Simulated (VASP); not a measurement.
# Zr2N (P4_2/mnm) in VASP: further runs

Zr2N is run at these levels: LDA, r2SCAN; tasks: single point.

All numbers are computed with VASP 6.6.1; they aren't measurements. Logs are shortened: lines on timing, memory, paths and dates and some standing lists are left out, and cuts for length are marked.

## 1. The cell of the first run

It takes space group P4_2/mnm (No. 136, tetragonal). Conventional cell: a = 5.333 Å, b = 5.333 Å, c = 3.251 Å, α = 90.00°, β = 90.00°, γ = 90.00°. Zr (site symmetry m2m) has 3 N at 2.23 to 2.24 Å within 3.0 Å. Within 3.0 Å of N (site symmetry mmm) lie 6 Zr at 2.23 to 2.24 Å.

## 2. Single point, LDA

INCAR

```
SYSTEM = Zr2N
ALGO = Normal
EDIFF = 1E-7
ENCUT = 520
GGA = CA
ISIF = 2
ISMEAR = 0
LASPH = .True.
LCHARG = .False.
LREAL = .False.
LWAVE = .False.
NBANDS = 38
NELM = 60
PREC = Accurate
SIGMA = 0.1
```

KPOINTS

```
k-points
0
Gamma
  8 8 10
  0 0 0
```

POSCAR

```
Zr2N
1.0
    5.3327101635      0.0000000000      0.0000000000
    0.0000000000      5.3327101635      0.0000000000
    0.0000000000      0.0000000000      3.2509384575
Zr N
4 2
Direct
    0.2960717886      0.2960717886      0.0000000000
    0.7039282114      0.7039282114      0.0000000000
    0.7960717886      0.2039282114      0.5000000000
    0.2039282114      0.7960717886      0.5000000000
    0.0000000000      0.0000000000      0.0000000000
    0.5000000000      0.5000000000      0.5000000000
```

Potentials or basis: VASP PAW LDA potentials, release 64 (Zr_sv, N).

Run with:

```
$ cat potpaw_LDA.64/Zr_sv/POTCAR potpaw_LDA.64/N/POTCAR > POTCAR
$ mpirun -np 1 vasp_std > vasp.out
```

OUTCAR:

```text
SYSTEM = Zr2N
   EDIFF = 1E-7
   ENCUT = 520
   GGA = CA
   ISIF = 2
   ISMEAR = 0
   LASPH = .True.
   LREAL = .False.
   NELM = 60
   PREC = Accurate

 ion  position               nearest neighbor table
   1  0.296  0.296  0.000-   5 2.23   6 2.24   6 2.24   2 3.08   4 3.16   3 3.16   4 3.16   3 3.16
                             4 3.16   4 3.16   3 3.16   3 3.16   2 3.83   2 3.83
   2  0.704  0.704  0.000-   5 2.23   6 2.24   6 2.24   1 3.08   4 3.16   3 3.16   4 3.16   3 3.16
                             3 3.16   3 3.16   4 3.16   4 3.16   1 3.83   1 3.83
   3  0.796  0.204  0.500-   6 2.23   5 2.24   5 2.24   4 3.08   1 3.16   1 3.16   2 3.16   2 3.16
                             2 3.16   2 3.16   1 3.16   1 3.16   4 3.83   4 3.83
   4  0.204  0.796  0.500-   6 2.23   5 2.24   5 2.24   3 3.08   1 3.16   1 3.16   2 3.16   2 3.16
                             1 3.16   1 3.16   2 3.16   2 3.16   3 3.83   3 3.83
   5  0.000  0.000  0.000-   1 2.23   2 2.23   3 2.24   4 2.24   3 2.24   4 2.24
   6  0.500  0.500  0.500-   3 2.23   4 2.23   1 2.24   2 2.24   1 2.24   2 2.24

  LATTYP: Found a simple tetragonal cell.
 ALAT       =     5.3327101635
 C/A-ratio  =     0.6096221917

  Lattice vectors:

 A1 = (   5.3327101635,   0.0000000000,   0.0000000000)
 A2 = (   0.0000000000,   5.3327101635,   0.0000000000)
 A3 = (   0.0000000000,   0.0000000000,   3.2509384575)

Analysis of symmetry for initial positions (statically):
=====================================================================
 Subroutine PRICEL returns:
 Original cell was already a primitive cell.

 Routine SETGRP: Setting up the symmetry group for a
 simple tetragonal supercell.

 Subroutine GETGRP returns: Found 16 space group operations
 (whereof  8 operations were pure point group operations)
 out of a pool of 16 trial point group operations.

The static configuration has the point symmetry D_2h.
 The point group associated with its full space group is D_4h.

Analysis of symmetry for dynamics (positions and initial velocities):
=====================================================================
 Subroutine PRICEL returns:
 Original cell was already a primitive cell.

 Routine SETGRP: Setting up the symmetry group for a
 simple tetragonal supercell.

 Subroutine GETGRP returns: Found 16 space group operations
 (whereof  8 operations were pure point group operations)
 out of a pool of 16 trial point group operations.

The dynamic configuration has the point symmetry D_2h.
 The point group associated with its full space group is D_4h.

 Subroutine INISYM returns: Found 16 space group operations
 (whereof  8 operations are pure point group operations),
 and found     1 'primitive' translations

----------------------------------------------------------------------------------------

                                     Primitive cell

  volume of cell :      92.4495

  direct lattice vectors                    reciprocal lattice vectors
     5.332710163  0.000000000  0.000000000     0.187521911  0.000000000  0.000000000
     0.000000000  5.332710163  0.000000000     0.000000000  0.187521911  0.000000000
     0.000000000  0.000000000  3.250938458     0.000000000  0.000000000  0.307603485

  length of vectors
     5.332710163  5.332710163  3.250938458     0.187521911  0.187521911  0.307603485

  position of ions in fractional coordinates (direct lattice)
     0.296071789  0.296071789  0.000000000
     0.703928211  0.703928211  0.000000000
     0.796071789  0.203928211  0.500000000
     0.203928211  0.796071789  0.500000000
     0.000000000  0.000000000  0.000000000
     0.500000000  0.500000000  0.500000000

  ion indices of the primitive-cell ions
   primitive index   ion index
                 1           1
                 2           2
                 3           3
                 4           4
                 5           5
                 6           6

----------------------------------------------------------------------------------------

 KPOINTS: k-points

Automatic generation of k-mesh.
 Grid dimensions read from file:
 generate k-points for:    8    8   10

 Generating k-lattice:

  Cartesian coordinates                     Fractional coordinates (reciprocal lattice)
     0.023440239  0.000000000  0.000000000     0.125000000  0.000000000  0.000000000
     0.000000000  0.023440239  0.000000000     0.000000000  0.125000000  0.000000000
     0.000000000  0.000000000  0.030760349     0.000000000  0.000000000  0.100000000

  Length of vectors
     0.023440239  0.023440239  0.030760349

  Shift w.r.t. Gamma in fractional coordinates (k-lattice)
     0.000000000  0.000000000  0.000000000

 Subroutine IBZKPT returns following result:
 ===========================================

 Found     90 irreducible k-points:

 Following reciprocal coordinates:
            Coordinates               Weight
  0.000000  0.000000  0.000000      1.000000
  0.125000  0.000000  0.000000      4.000000
  0.250000  0.000000  0.000000      4.000000
  0.375000  0.000000  0.000000      4.000000
  0.500000  0.000000  0.000000      2.000000
  0.125000  0.125000  0.000000      4.000000
[... 16 lines left out ...]
  0.375000  0.125000  0.100000     16.000000
  0.500000  0.125000  0.100000      8.000000
 [... further k-points ...]
   k-points           NKPTS =     90   k-points in BZ     NKDIM =     90   number of bands    NBANDS=     38
   number of dos      NEDOS =    301   number of ions     NIONS =      6
   total plane-waves  NPLWV =  38400
   dimension x,y,z NGX =    40 NGY =   40 NGZ =   24
   dimension x,y,z NGXF=    80 NGYF=   80 NGZF=   48
   ions per type =               4   2
   NGX,Y,Z   is equivalent  to a cutoff of  12.47, 12.47, 12.27 a.u.
   NGXF,Y,Z  is equivalent  to a cutoff of  24.94, 24.94, 24.55 a.u.
 SYSTEM =  Zr2N
   PREC   = accura    normal or accurate (medium, high low for compatibility)
   ISTART =      0    job   : 0-new  1-cont  2-samecut
   ICHARG =      2    charge: 1-file 2-atom 10-const
   ISPIN  =      1    spin polarized calculation?
   LNONCOLLINEAR =      F non collinear calculations
   LSORBIT =      F    spin-orbit coupling
   LASPH  =      T    aspherical Exc in radial PAW
   ENCUT  =  520.0 eV  38.22 Ry    6.18 a.u.   9.92  9.92  6.04*2*pi/ulx,y,z
   NELM   =     60;   NELMIN=  2; NELMDL= -5     # of ELM steps
   EDIFF  = 0.1E-06   stopping-criterion for ELM
   LREAL  =      F    real-space projection
   EDIFFG = 0.1E-05   stopping-criterion for IOM
   NSW    =      0    number of steps for IOM
   IBRION =     -1    ionic relax: 0-MD 1-quasi-New 2-CG
   NFREE  =      0    steps in history (QN), initial steepest desc. (CG)
   ISIF   =      2    stress and relaxation
   ISYM   =      2    0-nonsym 1-usesym 2-fastsym
   POTIM  = 0.5000    time-step for ionic-motion
   TEBEG  =    0.0;   TEEND  =   0.0 temperature during run
   PSTRESS=    0.0 pullay stress
   NELECT =      58.0000    total number of electrons
   NUPDOWN=      -1.0000    fix difference up-down
   EMIN   =  10.00;   EMAX   =-10.00  energy-range for DOS
   EFERMI =   0.00;   METHOD = LEGACY
   ISMEAR =     0;   SIGMA  =   0.10  broadening in eV -4-tet -1-fermi 0-gaus
   EFERMI_NEDOS =   21; number of points for ismear=-14 and -15
   IALGO  =     38    algorithm
   IMIX   =      4    mixing-type and parameters
     AMIX     =   0.40;   BMIX     =  1.00
     AMIX_MAG =   1.60;   BMIX_MAG =  1.00
  volume/ion in A,a.u.               =      15.41       103.98
  Fermi-wavevector in a.u.,A,eV,Ry     =   1.401466  2.648387 26.723301  1.964107
  Thomas-Fermi vector in A             =   2.524325
   LORBIT       =      0    0 simple, 1 ext, 2 COOP (PROOUT), +10 PAW based schemes
   GGA     = CA    functional components
   LHFCALC =     F    Hartree Fock is set to
   AEXX    =    0.0000 exact exchange contribution
   IVDW    =     0    specifies the selected vdW correction
   LEPSILON=     F    determine dielectric tensor
   LRPA    =     F    only Hartree local field effects (RPA)
 non-spin polarized calculation
 Gauss-broadening in eV      SIGMA  =   0.10
  energy-cutoff  :      520.00
  volume of cell :       92.45
 maximum number of plane-waves:      2520
 NGX is ok and might be reduce to    40
   NGX = 19   NGY = 19   NGZ = 13

 number of electron      58.0000003 magnetization

 Free energy of the ion-electron system (eV)
  ---------------------------------------------------
  ext. energy  EPLUGINS =         0.00000000
  ---------------------------------------------------
  free energy    TOTEN  =       -63.92986140 eV

  energy without entropy =      -63.91624705  energy(sigma->0) =      -63.92305422

 E-fermi :  10.0276     XC(G=0): -12.1554

 val. band max:       10.0172039934   @ k =   0.2500   0.2500   0.2000
 cond. band min:      10.0317767885   @ k =   0.3750   0.3750   0.2000
 fundamental gap:      0.0145727951
 Fermi energy:        10.0276100002

 k-point     1 :       0.0000    0.0000    0.0000
  band No.  band energies     occupation
      1     -38.2667      2.00000
      2     -38.0931      2.00000
      3     -38.0931      2.00000
      4     -38.0205      2.00000
      5     -17.4896      2.00000
      6     -16.7933      2.00000
[... 30 lines left out ...]
     37      13.0316      0.00000
     38      13.1767      0.00000

 k-point     2 :       0.1250    0.0000    0.0000
  band No.  band energies     occupation
      1     -38.2607      2.00000
      2     -38.1008      2.00000
      3     -38.0899      2.00000
      4     -38.0223      2.00000
      5     -17.4590      2.00000
      6     -16.7842      2.00000
[... 30 lines left out ...]
     37      13.0483      0.00000
     38      13.4556      0.00000

 k-point     3 :       0.2500    0.0000    0.0000
  band No.  band energies     occupation
      1     -38.2433      2.00000
      2     -38.1218      2.00000
      3     -38.0809      2.00000
      4     -38.0283      2.00000
      5     -17.3730      2.00000
      6     -16.8305      2.00000
[... 30 lines left out ...]
     37      12.9754      0.00000
[... 781 lines left out ...]
 k-point    23 :       0.3750    0.1250    0.1000
  band No.  band energies     occupation
      1     -38.2036      2.00000
      2     -38.1422      2.00000
      3     -38.0702      2.00000
      4     -38.0419      2.00000
      5     -17.1962      2.00000
      6     -16.9231      2.00000
[... 30 lines left out ...]
     37      13.5566      0.00000
     38      14.1923      0.00000

 k-point    24 :       0.5000    0.1250    0.1000
  band No.  band energies     occupation
      1     -38.1734      2.00000
      2     -38.1734      2.00000
      3     -38.0556      2.00000
      4     -38.0556      2.00000
      5     -17.0589      2.00000
      6     -17.0589      2.00000
[... 30 lines left out ...]
     37      13.6655      0.00000
     38      13.6655      0.00000

 [... further k-points ...]
[... 5 lines left out ...]
  --------------------------------------------------------------------------------------
  -------------------------------------------------------------------------------------
  Total        0.2760931      0.2760931      0.3040410      0.0000000      0.0000000      0.0000000
  in kB        4.7847746      4.7847746      5.2691191      0.0000000      0.0000000      0.0000000
  external PRESSURE =       4.9462228 kB  Pullay stress =       0.0000000 kB

 VOLUME and BASIS-vectors are now :
 -----------------------------------------------------------------------------
  energy-cutoff  :      520.00
  volume of cell :       92.45
      direct lattice vectors                 reciprocal lattice vectors
     5.332710163  0.000000000  0.000000000     0.187521911  0.000000000  0.000000000
     0.000000000  5.332710163  0.000000000     0.000000000  0.187521911  0.000000000
     0.000000000  0.000000000  3.250938458     0.000000000  0.000000000  0.307603485

 POSITION                                       TOTAL-FORCE (eV/Angst)
 -----------------------------------------------------------------------------------
      1.57887      1.57887      0.00000        -0.006451     -0.006451      0.000000
      3.75385      3.75385      0.00000         0.006451      0.006451     -0.000000
      4.24522      1.08749      1.62547        -0.006451      0.006451     -0.000000
      1.08749      4.24522      1.62547         0.006451     -0.006451      0.000000
      0.00000      0.00000      0.00000         0.000000      0.000000      0.000000
      2.66636      2.66636      1.62547         0.000000      0.000000      0.000000
 -----------------------------------------------------------------------------------
    total drift:                                0.000000     -0.000000      0.000000

  FREE ENERGIE OF THE ION-ELECTRON SYSTEM (eV)
  ---------------------------------------------------
  free  energy   TOTEN  =       -63.9298613982 eV

  energy  without entropy=      -63.9162470503  energy(sigma->0) =      -63.92305422
```

Run time: 2.5 min. Hardware: 1 thread of AMD EPYC 9R45 (Zen 5), shared host; peak memory 0.3 GiB.

What came out:

| Quantity | Value |
| --- | --- |
| Free energy | -63.9299 eV |
| Pressure | 0.5 GPa |
| Largest force | 0.009 eV/Å |
| Band gap on the k mesh | zero (band 29 reaches 11.53 eV, above the bottom of band 30 at 8.90 eV) |

Forces on the atoms (eV/Å):
```
Zr  -0.006 -0.006  0.000
Zr   0.006  0.006  0.000
Zr  -0.006  0.006  0.000
Zr   0.006 -0.006  0.000
N    0.000  0.000  0.000
N    0.000  0.000  0.000
```

## 3. Single point, r2SCAN

This run uses another cell than the first one, of 16.15 Å³/atom, 1.048 times its volume.

POSCAR

```
Zr2N
1.0
    5.4130027300      0.0000000000      0.0000000000
    0.0000000000      5.4130027300      0.0000000000
    0.0000000000      0.0000000000      3.3077891900
Zr N
4 2
Direct
    0.2961254600      0.2961254600      0.0000000000
    0.7038745400      0.7038745400      0.0000000000
    0.7961254600      0.2038745400      0.5000000000
    0.2038745400      0.7961254600      0.5000000000
    0.0000000000      0.0000000000      0.0000000000
    0.5000000000      0.5000000000      0.5000000000
```

INCAR.step1

```
ALGO = Normal
EDIFF = 1E-4
ENCUT = 520
GGA = PE
ISMEAR = 1
LASPH = T
LCHARG = F
LREAL = F
LWAVE = T
NBANDS = 38
NELM = 100
PREC = Accurate
SIGMA = 0.2
```

INCAR.step2

```
ALGO = Normal
EDIFF = 1E-7
ENCUT = 520
ISIF = 2
ISMEAR = 1
ISTART = 1
LASPH = T
LCHARG = F
LMIXTAU = T
LREAL = F
LWAVE = F
METAGGA = R2SCAN
NBANDS = 38
NELM = 100
PREC = Accurate
SIGMA = 0.2
```

KPOINTS

```
k-points
0
Gamma
  8 8 10
```

Potentials or basis: VASP PAW PBE potentials, release 64 (Zr_sv, N).

Run with:

```
$ cat potpaw_PBE.64/Zr_sv/POTCAR potpaw_PBE.64/N/POTCAR > POTCAR
$ cp INCAR.step1 INCAR
$ mpirun -np 1 vasp_std > vasp.out
$ cp INCAR.step2 INCAR
$ mpirun -np 1 vasp_std > vasp.out
```

Wall time 12 min (1 thread of Intel Xeon Platinum 8488C (Sapphire Rapids), shared host); peak memory 0.38 GiB.

The run converged. Its results:

```
Free energy            : -117.7389 eV
Pressure               : -0.1 GPa
Largest force          : 0.036 eV/Å
Band gap on the k mesh : zero (band 29 reaches 11.22 eV, above the bottom of band 30 at 8.60 eV)
```

Forces on the atoms (eV/Å):
```
Zr   0.026  0.026  0.000
Zr  -0.026 -0.026  0.000
Zr   0.026 -0.026  0.000
Zr  -0.026  0.026  0.000
N    0.000  0.000  0.000
N    0.000  0.000  0.000
```

Stress tensor (GPa, compression positive):
```
 0.16  0.00  0.00
 0.00  0.16  0.00
 0.00  0.00 -0.51
```

Levels at points of the mesh, in eV from the Fermi level:
| k point | band 25 | band 26 | band 27 | band 28 | band 29 | band 30 | band 31 | band 32 | band 33 | band 34 |
| --- | --- | --- | --- | --- | --- | --- | --- | --- | --- | --- |
| (0.00, 0.00, 0.00) | -3.53 | -2.04 | 0.10 | 0.76 | 0.87 | 1.04 | 1.04 | 1.48 | 1.57 | 1.57 |
| (0.50, 0.00, 0.00) | -2.16 | -2.16 | -1.02 | -1.02 | 1.46 | 1.46 | 1.65 | 1.65 | 1.87 | 1.87 |
| (0.50, 0.50, 0.00) | -1.66 | -1.66 | -1.09 | -1.09 | 0.91 | 0.91 | 1.47 | 1.47 | 1.77 | 1.77 |
| (0.00, 0.00, 0.50) | -1.32 | -1.32 | -1.18 | -1.18 | -1.16 | -1.16 | 2.02 | 2.02 | 3.25 | 3.25 |
| (0.50, 0.00, 0.50) | -1.79 | -1.79 | -0.99 | -0.99 | -0.88 | -0.88 | 1.58 | 1.58 | 3.51 | 3.51 |
| (0.50, 0.50, 0.50) | -1.65 | -1.65 | -0.81 | -0.81 | -0.39 | -0.39 | 1.18 | 1.18 | 2.68 | 2.68 |

Caveat: the PAW data sets were made with another functional, which shifts forces and pressure a little.

## 4. Single point, r2SCAN

This run uses another cell than the first one, of 16.15 Å³/atom, 1.048 times its volume.

POSCAR is that of step 3.

INCAR.step1

```
PREC = Accurate ; ENCUT = 520
ISMEAR = 0 ; SIGMA = 0.1
LREAL = F ; LASPH = T
NELM = 60 ; NBANDS = 38
GGA = PE ; ALGO = Normal
EDIFF = 1E-4 ; LWAVE = T
LCHARG = F
```

INCAR.step2

```
PREC = Accurate ; ENCUT = 520
EDIFF = 1E-6 ; ISMEAR = 0
SIGMA = 0.1 ; LREAL = F
LASPH = T ; NELM = 60
ALGO = Normal ; ISIF = 2
LWAVE = F ; LCHARG = F
METAGGA = R2SCAN ; LMIXTAU = T
NBANDS = 38 ; ISTART = 1
```

KPOINTS

```
Automatic mesh
0
Gamma
  4 4 6
```

Run with:

```
$ cat potpaw_PBE.64/Zr_sv/POTCAR potpaw_PBE.64/N/POTCAR > POTCAR
$ cp INCAR.step1 INCAR
$ mpirun -np 1 vasp_std > vasp.out
$ cp INCAR.step2 INCAR
$ mpirun -np 1 vasp_std > vasp.out
```

Wall time 4.2 min (1 thread of Intel Xeon 6975P-C, shared host); peak memory 0.25 GiB.

It converged, with:

* Free energy: -117.7565 eV
* Pressure: -0.1 GPa
* Largest force: 0.030 eV/Å
* Band gap on the k mesh: zero (band 29 reaches 11.22 eV, above the bottom of band 30 at 8.60 eV)

Forces in eV/Å, atoms in the order of the input:
```
Zr  -0.021 -0.021  0.000
Zr   0.021  0.021  0.000
Zr  -0.021  0.021  0.000
Zr   0.021 -0.021  0.000
N    0.000  0.000  0.000
N    0.000  0.000  0.000
```

Stress tensor (GPa, compression positive):
```
 0.10  0.00  0.00
 0.00  0.10  0.00
 0.00  0.00 -0.54
```

Levels at points of the mesh, in eV from the Fermi level:
```tsv
k point	band 26	band 27	band 28	band 29	band 30	band 31	band 32	band 33
(0.00, 0.00, 0.00)	-1.97	0.16	0.83	0.93	1.10	1.10	1.56	1.64
(0.50, 0.00, 0.00)	-2.10	-0.96	-0.96	1.53	1.53	1.71	1.71	1.94
(0.50, 0.50, 0.00)	-1.60	-1.02	-1.02	0.98	0.98	1.53	1.53	1.83
(0.00, 0.00, 0.50)	-1.26	-1.11	-1.11	-1.10	-1.10	2.09	2.09	3.32
(0.50, 0.00, 0.50)	-1.73	-0.93	-0.93	-0.81	-0.81	1.64	1.64	3.57
(0.50, 0.50, 0.50)	-1.58	-0.74	-0.74	-0.32	-0.32	1.25	1.25	2.75
```

Caveat: the PAW data sets were made with another functional, which shifts forces and pressure a little.

(Part 1 of 2 ends here.)
